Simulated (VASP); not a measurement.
Set up this calculation in VASP 6.6.1, as the native input.

```
Task                   : single point
Functional             : PBE
Potentials or basis    : VASP PAW PBE potentials, release 64 (Ga_d, N)
Cutoff                 : 520 eV
k mesh                 : 12 × 12 × 6
Occupations            : fermi-dirac, width 0.02 eV
Spin                   : no spin polarisation
Dipole correction      : no
Further INCAR settings : ALGO = Normal; EDIFF = 1e-07; NBANDS = 26
```

The structure of GaN lies in POSCAR:

```
GaN
1.0
    3.1831493761      0.0000000000      0.0000000000
   -1.5915746880      2.7566882238      0.0000000000
    0.0000000000      0.0000000000      5.2872977339
Ga N
2 2
Direct
    0.3333333333      0.6666666667      0.0005148602
    0.6666666667      0.3333333333      0.5005148602
    0.3333333333      0.6666666667      0.3744851398
    0.6666666667      0.3333333333      0.8744851398
```

This cell differs from its parent crystal: uniaxial z strain +2.0%.

These files were run (other wordings do the same):

INCAR

```
PREC = Accurate
ENCUT = 520
EDIFF = 1E-7
ISMEAR = -1
SIGMA = 0.02
LREAL = F
LASPH = T
NELM = 60
ALGO = Normal
ISIF = 2
LWAVE = F
LCHARG = T
GGA = PE
LELF = T
LVHAR = T
NBANDS = 26
```

KPOINTS

```
Automatic mesh
0
Gamma
  12 12 6
```

Potentials or basis: VASP PAW PBE potentials, release 64 (Ga_d, N).

Launch:

```sh
$ cat potpaw_PBE.64/Ga_d/POTCAR potpaw_PBE.64/N/POTCAR > POTCAR
$ mpirun -np 1 vasp_std > vasp.out
```

It gave:

| Property | Result |
| --- | --- |
| Pressure | 2.5 GPa |
| Largest force | 0.015 eV/Å |
| Band gap on the k mesh | 1.73 eV |

Caveat: the cell differs from its parent crystal (uniaxial z strain +2.0%).

It took 69 s on 1 thread of AMD EPYC 7R43 64-Core Processor (Zen 3), on a shared host, peak memory 0.17 GiB.
